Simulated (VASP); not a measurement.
# PbO (Litharge) (P4/nmm) in VASP: further runs

PbO (Litharge) is run at these levels: LDA; tasks: single point, relaxation of cell and atoms.

All numbers are computed with VASP 6.6.1; they aren't measurements. Logs are shortened: lines on timing, memory, paths and dates and some standing lists are left out, and cuts for length are marked.

### 1 The cell of the first run

It takes space group P4/nmm (No. 129, tetragonal). Conventional cell: a = 3.954 Å, b = 3.954 Å, c = 4.881 Å, α = 90.00°, β = 90.00°, γ = 90.00°. Within 3.0 Å of Pb (site symmetry 4mm) lie 4 O at 2.30 Å. O (site symmetry -4m2) has 4 Pb at 2.30 Å and 4 O at 2.80 Å within 3.0 Å.

### 2 Single point, LDA

INCAR reads:

```
PREC = Accurate
ENCUT = 520
EDIFF = 1E-7
ISMEAR = 0
SIGMA = 0.01
LREAL = F
LASPH = T
NELM = 60
ALGO = Normal
ISIF = 2
LWAVE = F
LCHARG = F
NBANDS = 28
```

KPOINTS reads:

```
regular mesh
0
Gamma
  4 4 3
```

POSCAR reads:

```
PbO
1.0
    3.9543187493      0.0000000000      0.0000000000
    0.0000000000      3.9543187493      0.0000000000
    0.0000000000      0.0000000000      4.8810165999
Pb O
2 2
Direct
    0.0000000000      0.5000000000      0.2412501600
    0.5000000000      0.0000000000      0.7587498400
    0.0000000000      0.0000000000      0.0000000000
    0.5000000000      0.5000000000      0.0000000000
```

Potentials or basis: VASP PAW LDA potentials, release 64 (Pb_d, O).

On the command line:

```console
> cat potpaw_LDA.64/Pb_d/POTCAR potpaw_LDA.64/O/POTCAR > POTCAR
> mpirun -np 1 vasp_std > vasp.out
```

OUTCAR:

```text
PREC = Accurate
   ENCUT = 520
   EDIFF = 1E-7
   ISMEAR = 0
   LREAL = F
   LASPH = T
   NELM = 60
   ISIF = 2

 ion  position               nearest neighbor table
   1  0.000  0.500  0.241-   3 2.30   4 2.30   3 2.30   4 2.30   2 3.66   2 3.66   2 3.66   2 3.66
                             2 3.77   2 3.77   2 3.77   2 3.77
   2  0.500  0.000  0.759-   3 2.30   4 2.30   4 2.30   3 2.30   1 3.66   1 3.66   1 3.66   1 3.66
                             1 3.77   1 3.77   1 3.77   1 3.77
   3  0.000  0.000  0.000-   1 2.30   2 2.30   1 2.30   2 2.30
   4  0.500  0.500  0.000-   1 2.30   2 2.30   2 2.30   1 2.30

  LATTYP: Found a simple tetragonal cell.
 ALAT       =     3.9543187493
 C/A-ratio  =     1.2343508223

  Lattice vectors:

 A1 = (   3.9543187493,   0.0000000000,   0.0000000000)
 A2 = (   0.0000000000,   3.9543187493,   0.0000000000)
 A3 = (   0.0000000000,   0.0000000000,   4.8810165999)

Analysis of symmetry for initial positions (statically):
=====================================================================
 Subroutine PRICEL returns:
 Original cell was already a primitive cell.

 Routine SETGRP: Setting up the symmetry group for a
 simple tetragonal supercell.

 Subroutine GETGRP returns: Found 16 space group operations
 (whereof  8 operations were pure point group operations)
 out of a pool of 16 trial point group operations.

The static configuration has the point symmetry D_2d.
 The point group associated with its full space group is D_4h.

Analysis of symmetry for dynamics (positions and initial velocities):
=====================================================================
 Subroutine PRICEL returns:
 Original cell was already a primitive cell.

 Routine SETGRP: Setting up the symmetry group for a
 simple tetragonal supercell.

 Subroutine GETGRP returns: Found 16 space group operations
 (whereof  8 operations were pure point group operations)
 out of a pool of 16 trial point group operations.

The dynamic configuration has the point symmetry D_2d.
 The point group associated with its full space group is D_4h.

 Subroutine INISYM returns: Found 16 space group operations
 (whereof  8 operations are pure point group operations),
 and found     1 'primitive' translations

----------------------------------------------------------------------------------------

                                     Primitive cell
[... 80 lines left out ...]
   ENCUT  =  520.0 eV  38.22 Ry    6.18 a.u.   7.35  7.35  9.08*2*pi/ulx,y,z
   NELM   =     60;   NELMIN=  2; NELMDL= -5     # of ELM steps
   EDIFF  = 0.1E-06   stopping-criterion for ELM
   LREAL  =      F    real-space projection
   EDIFFG = 0.1E-05   stopping-criterion for IOM
   NSW    =      0    number of steps for IOM
   IBRION =     -1    ionic relax: 0-MD 1-quasi-New 2-CG
   NFREE  =      0    steps in history (QN), initial steepest desc. (CG)
   ISIF   =      2    stress and relaxation
   ISYM   =      2    0-nonsym 1-usesym 2-fastsym
   POTIM  = 0.5000    time-step for ionic-motion
   TEBEG  =    0.0;   TEEND  =   0.0 temperature during run
   PSTRESS=    0.0 pullay stress
   NELECT =      40.0000    total number of electrons
   NUPDOWN=      -1.0000    fix difference up-down
   EMIN   =  10.00;   EMAX   =-10.00  energy-range for DOS
   EFERMI =   0.00;   METHOD = LEGACY
   ISMEAR =     0;   SIGMA  =   0.01  broadening in eV -4-tet -1-fermi 0-gaus
   EFERMI_NEDOS =   21; number of points for ismear=-14 and -15
   IALGO  =     38    algorithm
   IMIX   =      4    mixing-type and parameters
     AMIX     =   0.40;   BMIX     =  1.00
     AMIX_MAG =   1.60;   BMIX_MAG =  1.00
  volume/ion in A,a.u.               =      19.08       128.76
  Fermi-wavevector in a.u.,A,eV,Ry     =   1.319908  2.494264 23.703482  1.742157
  Thomas-Fermi vector in A             =   2.449772
   LORBIT       =      0    0 simple, 1 ext, 2 COOP (PROOUT), +10 PAW based schemes
   GGA     = CA    functional components
   LHFCALC =     F    Hartree Fock is set to
   AEXX    =    0.0000 exact exchange contribution
   IVDW    =     0    specifies the selected vdW correction
   LEPSILON=     F    determine dielectric tensor
   LRPA    =     F    only Hartree local field effects (RPA)
 non-spin polarized calculation
 Gauss-broadening in eV      SIGMA  =   0.01
  energy-cutoff  :      520.00
  volume of cell :       76.32
 maximum number of plane-waves:      2067
 NGX is ok and might be reduce to    30
   NGX = 15   NGY = 15   NGZ = 19

 number of electron      39.9999989 magnetization

 Free energy of the ion-electron system (eV)
  ---------------------------------------------------
  ext. energy  EPLUGINS =         0.00000000
  ---------------------------------------------------
  free energy    TOTEN  =       -24.39831360 eV

  energy without entropy =      -24.39831360  energy(sigma->0) =      -24.39831360

 E-fermi :   5.2910     XC(G=0): -10.5172

 val. band max:        5.2393607864   @ k =   0.0000   0.0000   0.0000
 cond. band min:       6.3017375743   @ k =   0.5000   0.5000   0.0000
 fundamental gap:      1.0623767880
 Fermi energy:         5.2909741669

 k-point     1 :       0.0000    0.0000    0.0000
  band No.  band energies     occupation
      1     -13.1035      2.00000
      2     -12.5408      2.00000
      3     -10.7473      2.00000
      4     -10.7473      2.00000
      5     -10.6729      2.00000
      6     -10.6503      2.00000
[... 361 lines left out ...]
     27      15.6421      0.00000
     28      15.6421      0.00000

------------------------ aborting loop because EDIFF is reached ----------------------------------------

  FORCE on cell =-STRESS in cart. coord.  units (eV):
  Direction    XX          YY          ZZ          XY          YZ          ZX
  --------------------------------------------------------------------------------------
  -------------------------------------------------------------------------------------
  Total       -0.1248520     -0.1248520     -0.0203796      0.0000000     -0.0000000      0.0000000
  in kB       -2.6209120     -2.6209120     -0.4278107      0.0000000     -0.0000000      0.0000000
  external PRESSURE =      -1.8898782 kB  Pullay stress =       0.0000000 kB

 VOLUME and BASIS-vectors are now :
 -----------------------------------------------------------------------------
  energy-cutoff  :      520.00
  volume of cell :       76.32
      direct lattice vectors                 reciprocal lattice vectors
     3.954318749  0.000000000  0.000000000     0.252888061  0.000000000  0.000000000
     0.000000000  3.954318749  0.000000000     0.000000000  0.252888061  0.000000000
     0.000000000  0.000000000  4.881016600     0.000000000  0.000000000  0.204875353

 POSITION                                       TOTAL-FORCE (eV/Angst)
 -----------------------------------------------------------------------------------
      0.00000      1.97716      1.17755        -0.000000     -0.000000      0.017043
      1.97716      0.00000      3.70347         0.000000      0.000000     -0.017043
      0.00000      0.00000      0.00000         0.000000     -0.000000      0.000000
      1.97716      1.97716      0.00000         0.000000      0.000000      0.000000
 -----------------------------------------------------------------------------------
    total drift:                                0.000000      0.000000      0.000000

  FREE ENERGIE OF THE ION-ELECTRON SYSTEM (eV)
  ---------------------------------------------------
  free  energy   TOTEN  =       -24.3983135987 eV

  energy  without entropy=      -24.3983135987  energy(sigma->0) =      -24.39831360
```

stdout:

```text
POSCAR found type information on POSCAR PbO
 POSCAR found :  2 types and       4 ions
 scaLAPACK will be used
 LDA part: xc-table for (Slater(with rela. corr.)+CA(PZ))
 , standard interpolation
 POSCAR, INCAR and KPOINTS ok, starting setup
 FFT: planning ... GRIDC
 FFT: planning ... GRID_SOFT
 FFT: planning ... GRID
 WAVECAR not read
 entering main loop
```

It took 20 s on 1 thread of Intel Xeon Platinum 8375C at 2.90GHz (Ice Lake), shared host; peak memory 0.16 GiB.

What came out:

```yaml
Free_energy: -24.3983 eV
Pressure: -0.2 GPa
Largest_force: 0.017 eV/Å
Band_gap_on_the_k_mesh: 1.06 eV, indirect (least direct gap 2.18 eV)
```

Forces in eV/Å, atoms in the order of the input:
```
Pb   0.000  0.000  0.017
Pb   0.000  0.000 -0.017
O    0.000  0.000  0.000
O    0.000  0.000  0.000
```

Caveat: the k points lie up to 0.43 Å⁻¹ apart; spin-orbit coupling is left out, which moves the levels of the heavy elements.

### 3 Relaxation of cell and atoms, LDA

This run uses another cell than the first one, of 19.94 Å³/atom, 1.045 times its volume.

INCAR reads:

```
SYSTEM = PbO
ALGO = Normal
EDIFF = 1E-6
EDIFFG = -0.03
ENCUT = 600
GGA = CA
IBRION = 2
ISIF = 3
ISMEAR = 0
LASPH = .TRUE.
LCHARG = .FALSE.
LREAL = .FALSE.
LWAVE = .FALSE.
NELM = 100
NSW = 60
PREC = Accurate
SIGMA = 0.01
```

KPOINTS reads:

```
k-points
0
G
  4 4 3
  0 0 0
```

POSCAR reads:

```
PbO
1.0
    3.9900000000      0.0000000000      0.0000000000
    0.0000000000      3.9900000000      0.0000000000
    0.0000000000      0.0000000000      5.0100000000
Pb O
2 2
Direct
    0.0000000000      0.5000000000      0.2400000000
    0.5000000000      0.0000000000      0.7600000000
    0.0000000000      0.0000000000      0.0000000000
    0.5000000000      0.5000000000      0.0000000000
```

Potentials or basis: VASP PAW LDA potentials, release 64 (Pb_d, O).

On the command line:

```console
> cat potpaw_LDA.64/Pb_d/POTCAR potpaw_LDA.64/O/POTCAR > POTCAR
> mpirun -np 1 vasp_std > vasp.out
```

OUTCAR:

```text
SYSTEM = PbO
   EDIFF = 1E-6
   EDIFFG = -0.03
   ENCUT = 600
   GGA = CA
   IBRION = 2
   ISIF = 3
   ISMEAR = 0
   LASPH = .TRUE.
   LREAL = .FALSE.
   NELM = 100
   NSW = 60
   PREC = Accurate

 ion  position               nearest neighbor table
   1  0.000  0.500  0.240-   3 2.33   4 2.33   3 2.33   4 2.33   2 3.71   2 3.71   2 3.71   2 3.71
                             2 3.84   2 3.84   2 3.84   2 3.84
   2  0.500  0.000  0.760-   3 2.33   4 2.33   4 2.33   3 2.33   1 3.71   1 3.71   1 3.71   1 3.71
                             1 3.84   1 3.84   1 3.84   1 3.84
   3  0.000  0.000  0.000-   1 2.33   2 2.33   1 2.33   2 2.33
   4  0.500  0.500  0.000-   1 2.33   2 2.33   2 2.33   1 2.33

  LATTYP: Found a simple tetragonal cell.
 ALAT       =     3.9900000000
 C/A-ratio  =     1.2556390977

  Lattice vectors:

 A1 = (   3.9900000000,   0.0000000000,   0.0000000000)
 A2 = (   0.0000000000,   3.9900000000,   0.0000000000)
 A3 = (   0.0000000000,   0.0000000000,   5.0100000000)

Analysis of symmetry for initial positions (statically):
=====================================================================
 Subroutine PRICEL returns:
 Original cell was already a primitive cell.

 Routine SETGRP: Setting up the symmetry group for a
 simple tetragonal supercell.

 Subroutine GETGRP returns: Found 16 space group operations
 (whereof  8 operations were pure point group operations)
 out of a pool of 16 trial point group operations.

The static configuration has the point symmetry D_2d.
 The point group associated with its full space group is D_4h.

Analysis of symmetry for dynamics (positions and initial velocities):
=====================================================================
 Subroutine PRICEL returns:
 Original cell was already a primitive cell.

 Routine SETGRP: Setting up the symmetry group for a
 simple tetragonal supercell.

[... 117 lines left out ...]
  volume/ion in A,a.u.               =      19.94       134.56
  Fermi-wavevector in a.u.,A,eV,Ry     =   1.300670  2.457909 23.017539  1.691741
  Thomas-Fermi vector in A             =   2.431853
   LORBIT       =      0    0 simple, 1 ext, 2 COOP (PROOUT), +10 PAW based schemes
   GGA     = CA    functional components
   LHFCALC =     F    Hartree Fock is set to
   AEXX    =    0.0000 exact exchange contribution
   IVDW    =     0    specifies the selected vdW correction
   LEPSILON=     F    determine dielectric tensor
   LRPA    =     F    only Hartree local field effects (RPA)
 conjugate gradient relaxation of ions
 non-spin polarized calculation
 Gauss-broadening in eV      SIGMA  =   0.01
  energy-cutoff  :      600.00
  volume of cell :       79.76
 maximum number of plane-waves:      2676
 NGX is ok and might be reduce to    32
   NGX = 15   NGY = 15   NGZ = 21

--------------------------------------- Ionic step        1  -------------------------------------------

 number of electron      40.0000002 magnetization

 Free energy of the ion-electron system (eV)
  ---------------------------------------------------
  ext. energy  EPLUGINS =         0.00000000
  ---------------------------------------------------
  free energy    TOTEN  =       -24.37072080 eV

  energy without entropy =      -24.37072080  energy(sigma->0) =      -24.37072080

------------------------ aborting loop because EDIFF is reached ----------------------------------------

  FORCE on cell =-STRESS in cart. coord.  units (eV):
  Direction    XX          YY          ZZ          XY          YZ          ZX
  --------------------------------------------------------------------------------------
  -------------------------------------------------------------------------------------
  Total       -1.7464332     -1.7464332     -1.6607000      0.0000000      0.0000000      0.0000000
  in kB      -35.0815720    -35.0815720    -33.3594009      0.0000000      0.0000000      0.0000000
  external PRESSURE =     -34.5075150 kB  Pullay stress =       0.0000000 kB
[... 95 lines left out ...]
  FREE ENERGIE OF THE ION-ELECTRON SYSTEM (eV)
  ---------------------------------------------------
  free  energy   TOTEN  =       -24.4049854350 eV

  energy  without entropy=      -24.4049854350  energy(sigma->0) =      -24.40498544

[... ionic steps 4 to 7 ...]

--------------------------------------- Ionic step        8  -------------------------------------------

 number of electron      39.9999979 magnetization

------------------------ aborting loop because EDIFF is reached ----------------------------------------
[... 71 lines left out ...]
--------------------------------------- Ionic step       10  -------------------------------------------

 number of electron      39.9999981 magnetization

 Free energy of the ion-electron system (eV)
  ---------------------------------------------------
  ext. energy  EPLUGINS =         0.00000000
  ---------------------------------------------------
  free energy    TOTEN  =       -24.40764465 eV

  energy without entropy =      -24.40764465  energy(sigma->0) =      -24.40764465

 E-fermi :   5.4249     XC(G=0): -10.5458

 val. band max:        5.3204704118   @ k =   0.0000   0.0000   0.0000
 cond. band min:       6.3469896772   @ k =   0.5000   0.5000   0.0000
 fundamental gap:      1.0265192654
 Fermi energy:         5.4249158525

 k-point     1 :       0.0000    0.0000    0.0000
  band No.  band energies     occupation
      1     -13.0808      2.00000
      2     -12.4984      2.00000
      3     -10.6928      2.00000
      4     -10.6928      2.00000
      5     -10.6166      2.00000
      6     -10.5978      2.00000
[... 344 lines left out ...]
  FREE ENERGIE OF THE ION-ELECTRON SYSTEM (eV)
  ---------------------------------------------------
  free  energy   TOTEN  =       -24.4076446527 eV

  energy  without entropy=      -24.4076446527  energy(sigma->0) =      -24.40764465

 reached required accuracy - stopping structural energy minimisation
```

CONTCAR:

```text
PbO
   1.00000000000000
     3.9433168390847451    0.0000000000000000    0.0000000000000000
     0.0000000000000000    3.9433168390847451    0.0000000000000000
     0.0000000000000000   -0.0000000000000000    4.8814854337311999
  Pb              O
     2     2
Direct
     0.0000000000000000    0.5000000000000000    0.2418833353966255
     0.5000000000000000    0.0000000000000000    0.7581166646033743
     0.0000000000000000    0.0000000000000000    0.0000000000000000
     0.5000000000000000    0.5000000000000000    0.0000000000000000

  0.00000000E+00  0.00000000E+00  0.00000000E+00
  0.00000000E+00  0.00000000E+00  0.00000000E+00
  0.00000000E+00  0.00000000E+00  0.00000000E+00
  0.00000000E+00  0.00000000E+00  0.00000000E+00
```

Run time: 94 s. Hardware: 1 thread of Intel Xeon Platinum 8375C at 2.90GHz (Ice Lake), shared host; peak memory 0.19 GiB.

What came out:

* Free energy: -24.4076 eV
* Relaxed volume: 18.98 Å³/atom
* Relaxed cell: a = 3.943 Å, b = 3.943 Å, c = 4.881 Å, α = 90.00°, β = 90.00°, γ = 90.00°
* Space group after relaxing (to 0.05 Å): P4/nmm (No. 129)
* Energy gained by relaxing: 9.2 meV/atom
* Ionic steps: 10
* Pressure after relaxing: 0.1 GPa
* Largest force after relaxing: 0.024 eV/Å
* Band gap on the k mesh: 1.03 eV, indirect (least direct gap 2.16 eV)

Forces on the atoms (eV/Å):
```
Pb   0.000  0.000  0.024
Pb   0.000  0.000 -0.024
O    0.000  0.000  0.000
O    0.000  0.000  0.000
```

The path:
```
step  energy change (eV)  largest force (eV/Å)  pressure (GPa)  volume (Å³)
   1              0.0000                0.5430           -3.45        79.76
   2              0.0039                0.7978            3.82        74.90
   3             -0.0343                0.0776           -0.17        77.33
   4             -0.0343                0.0922           -0.13        77.28
   5             -0.0349                0.0639           -0.07        77.07
   6             -0.0355                0.0188            0.00        76.67
   7             -0.0355                0.0087            0.01        76.59
   8             -0.0360                0.0027           -0.03        76.49
   9             -0.0367                0.0362           -0.20        76.19
  10             -0.0369                0.0241            0.10        75.91
```

Final structure:
```xyz
4
Lattice="3.9433 0.0000 0.0000 0.0000 3.9433 0.0000 0.0000 0.0000 4.8815" Properties=species:S:1:pos:R:3 pbc="T T T"
Pb    0.0000    1.9717    1.1807
Pb    1.9717    0.0000    3.7007
O     0.0000    0.0000    0.0000
O     1.9717    1.9717    0.0000
```

Caveat: spin-orbit coupling is left out, which moves the levels of the heavy elements.
